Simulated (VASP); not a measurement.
# AlRu (P2/m) in VASP: single point with PBEsol

Aim: the single point of AlRu with PBEsol.

All numbers are computed with VASP 6.6.1; they aren't measurements. Logs are shortened: lines on timing, memory, paths and dates and some standing lists are left out, and cuts for length are marked.

## Step 1: The cell of the first run

The typed cell holds 2 atoms: a = 2.862 Å, b = 4.048 Å, c = 2.964 Å, α = 46.91°, β = 90.00°, γ = 90.00°.

## Step 2: Single point, PBEsol

Input file INCAR:

```
PREC     = Accurate       # precision mode
ENCUT    = 520            # plane-wave cutoff, eV
EDIFF    = 1E-7           # SCF threshold, eV
ISMEAR   = 0              # smearing method
SIGMA    = 0.1            # smearing width, eV
LREAL    = False          # projectors in reciprocal space
LASPH    = True           # aspherical terms in the spheres
NELM     = 60             # most SCF steps
ALGO     = Fast           # electronic algorithm
ISIF     = 2              # what is computed and relaxed
LWAVE    = False          # write WAVECAR
LCHARG   = True           # write CHGCAR
GGA      = PS             # functional
LELF     = True           # ELF
LVHAR    = True         
NBANDS   = 16             # bands
```

Input file KPOINTS:

```
regular mesh
0
Gamma
  12 9 15
```

Input file POSCAR:

```
AlRu
1.0
    2.8621655477      0.0000000000      0.0000000000
    0.0000000000      4.0477131995      0.0010488629
    0.0000000000      2.0244281885      2.1652621797
Al Ru
1 1
Direct
    0.0000000000      0.0000000000      0.0000000000
    0.5000000000      0.5000000000      0.0000000000
```

Potentials or basis: VASP PAW PBE potentials, release 64 (Al, Ru_pv).

Command:

```bash
> cat potpaw_PBE.64/Al/POTCAR potpaw_PBE.64/Ru_pv/POTCAR > POTCAR
> mpirun -np 1 vasp_std > vasp.out
```

OUTCAR:

```text
PREC = Accurate
   ENCUT = 520
   EDIFF = 1E-7
   ISMEAR = 0
   LREAL = False
   LASPH = True
   NELM = 60
   ISIF = 2
   GGA = PS

 ion  position               nearest neighbor table
   1  0.000  0.000  0.000-   2 2.48   2 2.48   2 2.48   2 2.48   2 2.60   2 2.60   2 2.60   2 2.60

   2  0.500  0.500  0.000-   1 2.48   1 2.48   1 2.48   1 2.48   1 2.60   1 2.60   1 2.60   1 2.60

  LATTYP: Found a simple monoclinic cell.
 ALAT       =     2.9626848493
 B/A-ratio  =     0.9660715511
 C/A-ratio  =     1.0005221240
 COS(beta)  =    -0.0671929354

  Lattice vectors:

 A1 = (   0.0000000000,   2.0232850110,  -2.1642133168)
 A2 = (  -2.8621655477,   0.0000000000,   0.0000000000)
 A3 = (   0.0000000000,   2.0244281885,   2.1652621797)

Analysis of symmetry for initial positions (statically):
=====================================================================
 Subroutine PRICEL returns:
 Original cell was already a primitive cell.

 Routine SETGRP: Setting up the symmetry group for a
 simple monoclinic supercell.

 Subroutine GETGRP returns: Found  4 space group operations
 (whereof  4 operations were pure point group operations)
 out of a pool of  4 trial point group operations.

The static configuration has the point symmetry C_2h.

Analysis of symmetry for dynamics (positions and initial velocities):
=====================================================================
 Subroutine PRICEL returns:
 Original cell was already a primitive cell.

 Routine SETGRP: Setting up the symmetry group for a
 simple monoclinic supercell.

 Subroutine GETGRP returns: Found  4 space group operations
 (whereof  4 operations were pure point group operations)
 out of a pool of  4 trial point group operations.

The dynamic configuration has the point symmetry C_2h.

 Subroutine INISYM returns: Found  4 space group operations
 (whereof  4 operations are pure point group operations),
 and found     1 'primitive' translations

----------------------------------------------------------------------------------------

                                     Primitive cell

  volume of cell :      25.0790

  direct lattice vectors                    reciprocal lattice vectors
     2.862165548  0.000000000  0.000000000     0.349385800  0.000000000  0.000000000
     0.000000000  4.047713200  0.001048863     0.000000000  0.247112945 -0.231040110
     0.000000000  2.024428188  2.165262180     0.000000000 -0.000119703  0.461949753

  length of vectors
     2.862165548  4.047713335  2.964231738     0.349385800  0.338296231  0.461949769

  position of ions in fractional coordinates (direct lattice)
     0.000000000  0.000000000  0.000000000
     0.500000000  0.500000000  0.000000000

  ion indices of the primitive-cell ions
   primitive index   ion index
                 1           1
                 2           2

----------------------------------------------------------------------------------------

 KPOINTS: regular mesh

Automatic generation of k-mesh.
 Grid dimensions read from file:
 generate k-points for:   12    9   15

 Generating k-lattice:

  Cartesian coordinates                     Fractional coordinates (reciprocal lattice)
     0.029115483  0.000000000  0.000000000     0.083333333  0.000000000  0.000000000
     0.000000000  0.027456994 -0.025671123     0.000000000  0.111111111  0.000000000
     0.000000000 -0.000007980  0.030796650     0.000000000  0.000000000  0.066666667

  Length of vectors
     0.029115483  0.037588470  0.030796651

  Shift w.r.t. Gamma in fractional coordinates (k-lattice)
     0.000000000  0.000000000  0.000000000

 Subroutine IBZKPT returns following result:
 ===========================================

 Found    476 irreducible k-points:

 Following reciprocal coordinates:
            Coordinates               Weight
  0.000000  0.000000  0.000000      1.000000
  0.083333  0.000000  0.000000      2.000000
  0.166667  0.000000  0.000000      2.000000
  0.250000  0.000000  0.000000      2.000000
  0.333333  0.000000  0.000000      2.000000
  0.416667  0.000000  0.000000      2.000000
[... 16 lines left out ...]
  0.083333  0.333333  0.000000      4.000000
  0.166667  0.333333  0.000000      4.000000
 [... further k-points ...]
   k-points           NKPTS =    476   k-points in BZ     NKDIM =    476   number of bands    NBANDS=     16
   number of dos      NEDOS =    301   number of ions     NIONS =      2
   total plane-waves  NPLWV =  17280
   dimension x,y,z NGX =    24 NGY =   30 NGZ =   24
   dimension x,y,z NGXF=    48 NGYF=   60 NGZF=   48
   ions per type =               1   1
   NGX,Y,Z   is equivalent  to a cutoff of  13.94, 12.32, 13.46 a.u.
   NGXF,Y,Z  is equivalent  to a cutoff of  27.88, 24.64, 26.92 a.u.
 SYSTEM =  unknown system
   PREC   = accura    normal or accurate (medium, high low for compatibility)
   ISTART =      0    job   : 0-new  1-cont  2-samecut
   ICHARG =      2    charge: 1-file 2-atom 10-const
   ISPIN  =      1    spin polarized calculation?
   LNONCOLLINEAR =      F non collinear calculations
   LSORBIT =      F    spin-orbit coupling
   LASPH  =      T    aspherical Exc in radial PAW
   ENCUT  =  520.0 eV  38.22 Ry    6.18 a.u.   5.32  7.53  5.51*2*pi/ulx,y,z
   NELM   =     60;   NELMIN=  2; NELMDL= -5     # of ELM steps
   EDIFF  = 0.1E-06   stopping-criterion for ELM
   LREAL  =      F    real-space projection
   EDIFFG = 0.1E-05   stopping-criterion for IOM
   NSW    =      0    number of steps for IOM
   IBRION =     -1    ionic relax: 0-MD 1-quasi-New 2-CG
   NFREE  =      0    steps in history (QN), initial steepest desc. (CG)
   ISIF   =      2    stress and relaxation
   ISYM   =      2    0-nonsym 1-usesym 2-fastsym
   POTIM  = 0.5000    time-step for ionic-motion
   TEBEG  =    0.0;   TEEND  =   0.0 temperature during run
   PSTRESS=    0.0 pullay stress
   NELECT =      17.0000    total number of electrons
   NUPDOWN=      -1.0000    fix difference up-down
   EMIN   =  10.00;   EMAX   =-10.00  energy-range for DOS
   EFERMI =   0.00;   METHOD = LEGACY
   ISMEAR =     0;   SIGMA  =   0.10  broadening in eV -4-tet -1-fermi 0-gaus
   EFERMI_NEDOS =   21; number of points for ismear=-14 and -15
   IALGO  =     68    algorithm
   IMIX   =      4    mixing-type and parameters
     AMIX     =   0.40;   BMIX     =  1.00
     AMIX_MAG =   1.60;   BMIX_MAG =  1.00
  volume/ion in A,a.u.               =      12.54        84.62
  Fermi-wavevector in a.u.,A,eV,Ry     =   1.438096  2.717607 28.138484  2.068120
  Thomas-Fermi vector in A             =   2.557101
   LORBIT       =      0    0 simple, 1 ext, 2 COOP (PROOUT), +10 PAW based schemes
   GGA     = PS    functional components
   LHFCALC =     F    Hartree Fock is set to
   AEXX    =    0.0000 exact exchange contribution
   IVDW    =     0    specifies the selected vdW correction
   LEPSILON=     F    determine dielectric tensor
   LRPA    =     F    only Hartree local field effects (RPA)
 non-spin polarized calculation
 RMM-DIIS sequential band-by-band and
 Gauss-broadening in eV      SIGMA  =   0.10
  energy-cutoff  :      520.00
  volume of cell :       25.08
 maximum number of plane-waves:       690
 NGX is ok and might be reduce to    24
   NGX = 11   NGY = 15   NGZ = 11

 number of electron      17.0000000 magnetization

 Free energy of the ion-electron system (eV)
  ---------------------------------------------------
  ext. energy  EPLUGINS =         0.00000000
  ---------------------------------------------------
  free energy    TOTEN  =       -15.40922809 eV

  energy without entropy =      -15.40276079  energy(sigma->0) =      -15.40599444

 E-fermi :  11.5442     XC(G=0): -13.0251

 val. band max:       11.5424799898   @ k =   0.0833   0.0000   0.4667
 cond. band min:      11.5493929898   @ k =   0.3333  -0.0000   0.0667
 fundamental gap:      0.0069130000
 Fermi energy:        11.5441775239

 k-point     1 :       0.0000    0.0000    0.0000
  band No.  band energies     occupation
      1     -30.2110      2.00000
      2     -30.1921      2.00000
      3     -30.1443      2.00000
      4       1.4760      2.00000
      5       7.5798      2.00000
      6       7.5968      2.00000
[... 8 lines left out ...]
     15      23.5512      0.00000
     16      27.9475      0.00000

 k-point     2 :       0.0833    0.0000    0.0000
  band No.  band energies     occupation
      1     -30.2090      2.00000
      2     -30.1901      2.00000
      3     -30.1670      2.00000
      4       1.6231      2.00000
      5       7.6529      2.00000
      6       7.6573      2.00000
[... 8 lines left out ...]
     15      23.5563      0.00000
     16      28.4572      0.00000

 k-point     3 :       0.1667    0.0000    0.0000
  band No.  band energies     occupation
      1     -30.2287      2.00000
      2     -30.2035      2.00000
      3     -30.1847      2.00000
      4       2.0533      2.00000
      5       7.8134      2.00000
      6       7.8317      2.00000
[... 8 lines left out ...]
     15      24.2634      0.00000
     16      29.7314      0.00000

 k-point     4 :       0.2500    0.0000    0.0000
  band No.  band energies     occupation
      1     -30.3122      2.00000
      2     -30.1960      2.00000
      3     -30.1773      2.00000
      4       2.7349      2.00000
      5       7.9192      2.00000
      6       8.0477      2.00000
[... 8 lines left out ...]
     15      24.8681      0.00000
     16      28.2551      0.00000

 k-point     5 :       0.3333    0.0000    0.0000
  band No.  band energies     occupation
      1     -30.3947      2.00000
      2     -30.1884      2.00000
      3     -30.1699      2.00000
      4       3.6192      2.00000
      5       7.6513      2.00000
      6       8.3029      2.00000
[... 8 lines left out ...]
     15      25.2744      0.00000
     16      26.6949      0.00000

 k-point     6 :       0.4167    0.0000    0.0000
  band No.  band energies     occupation
      1     -30.4546      2.00000
      2     -30.1828      2.00000
      3     -30.1645      2.00000
      4       4.6309      2.00000
      5       6.9367      2.00000
      6       8.5062      2.00000
[... 8 lines left out ...]
     15      25.2984      0.00000
     16      25.5035      0.00000
[... 267 lines left out ...]
 k-point    21 :       0.5000    0.2222   -0.0000
  band No.  band energies     occupation
      1     -30.4631      2.00000
      2     -30.2680      2.00000
      3     -30.1616      2.00000
      4       5.7798      2.00000
      5       6.4031      2.00000
      6       9.0838      2.00000
[... 8 lines left out ...]
     15      23.8324      0.00000
     16      24.8521      0.00000

 k-point    22 :       0.0000    0.3333    0.0000
  band No.  band energies     occupation
      1     -30.3842      2.00000
      2     -30.1855      2.00000
      3     -30.1297      2.00000
      4       3.5216      2.00000
      5       7.3422      2.00000
      6       8.1610      2.00000
[... 8 lines left out ...]
     15      25.3322      0.00000
     16      26.6617      0.00000

 k-point    23 :       0.0833    0.3333    0.0000
  band No.  band energies     occupation
      1     -30.3815      2.00000
      2     -30.1835      2.00000
      3     -30.1517      2.00000
      4       3.6416      2.00000
      5       7.3871      2.00000
      6       8.2433      2.00000
[... 8 lines left out ...]
     15      25.9183      0.00000
     16      26.5027      0.00000

 k-point    24 :       0.1667    0.3333    0.0000
  band No.  band energies     occupation
      1     -30.3742      2.00000
      2     -30.2116      2.00000
      3     -30.1779      2.00000
      4       3.9757      2.00000
      5       7.4658      2.00000
      6       8.5031      2.00000
[... 8 lines left out ...]
     15      25.4547      0.00000
     16      26.6922      0.00000

 [... further k-points ...]

------------------------ aborting loop because EDIFF is reached ----------------------------------------

  FORCE on cell =-STRESS in cart. coord.  units (eV):
  Direction    XX          YY          ZZ          XY          YZ          ZX
  --------------------------------------------------------------------------------------
  -------------------------------------------------------------------------------------
  Total        2.8877554      3.3213835      0.0111859      0.0000000      0.0000082      0.0000000
  in kB      184.4850766    212.1875336      0.7146138      0.0000000      0.0005216      0.0000000
  external PRESSURE =     132.4624080 kB  Pullay stress =       0.0000000 kB

 VOLUME and BASIS-vectors are now :
 -----------------------------------------------------------------------------
  energy-cutoff  :      520.00
  volume of cell :       25.08
      direct lattice vectors                 reciprocal lattice vectors
     2.862165548  0.000000000  0.000000000     0.349385800  0.000000000  0.000000000
     0.000000000  4.047713200  0.001048863     0.000000000  0.247112945 -0.231040110
     0.000000000  2.024428188  2.165262180     0.000000000 -0.000119703  0.461949753

 POSITION                                       TOTAL-FORCE (eV/Angst)
 -----------------------------------------------------------------------------------
      0.00000      0.00000      0.00000         0.000000      0.000000      0.000000
      1.43108      2.02386      0.00052         0.000000     -0.000000      0.000000
 -----------------------------------------------------------------------------------
    total drift:                                0.000000     -0.000000     -0.000000

  FREE ENERGIE OF THE ION-ELECTRON SYSTEM (eV)
  ---------------------------------------------------
  free  energy   TOTEN  =       -15.4092280930 eV

  energy  without entropy=      -15.4027607883  energy(sigma->0) =      -15.40599444
```

Wall time 2.8 min (1 thread of Intel Xeon 8259CL, shared host); peak memory 0.3 GiB.

Results:

```yaml
Free_energy: -15.4092 eV
Pressure: 13.2 GPa
Band_gap_on_the_k_mesh: zero (an odd number of electrons rules out a gap without spin polarisation)
```

Stress tensor (GPa, compression positive):
```
18.45  0.00  0.00
 0.00 21.22  0.00
 0.00  0.00  0.07
```

Caveat: the cell stands under pressure; the PAW data sets were made with another functional, which shifts forces and pressure a little.
